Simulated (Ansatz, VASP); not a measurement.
One calculation of Ti, two programs

```xyz
2
Lattice="2.9500 0.0000 0.0000 -1.4750 2.5548 0.0000 0.0000 0.0000 4.5454" Properties=species:S:1:pos:R:3 pbc="T T T"
Ti    0.0000    1.7032    1.1364
Ti    1.4750    0.8516    3.4091
```

Change from the starting cell: strain +0.000 along x and y, -0.030 along z, atoms carried along.

Alike in both runs: task single point; functional PBEsol; k mesh 18 × 18 × 10; occupations gaussian, width 0.15 eV; no spin polarisation.

|  | VASP | Ansatz |
| --- | --- | --- |
| version | VASP 6.6.1 | Ansatz 0.2.0 |
| potentials or method | VASP PAW PBE potentials, release 64 (Ti_sv), cutoff 520 eV | scalar-relativistic, plane waves, PAW |
| valence electrons in the cell | 24 | 24 |

VASP gave:

| Property | Result |
| --- | --- |
| gap on the k mesh at the Fermi level (eV) | none |
| pressure (GPa) | -2.9 |
| traceless stress, the component that is largest in VASP (GPa) | 1.90 |

Task: Which values does Ansatz return?

Result: gap on the k mesh at the Fermi level (eV): none; pressure (GPa): -2.6; traceless stress, the component that is largest in VASP (GPa): 1.91.

VASP's potentials were made for PBE, not for PBEsol. A gap of «none» marks a metal or a gap that the smearing closes.
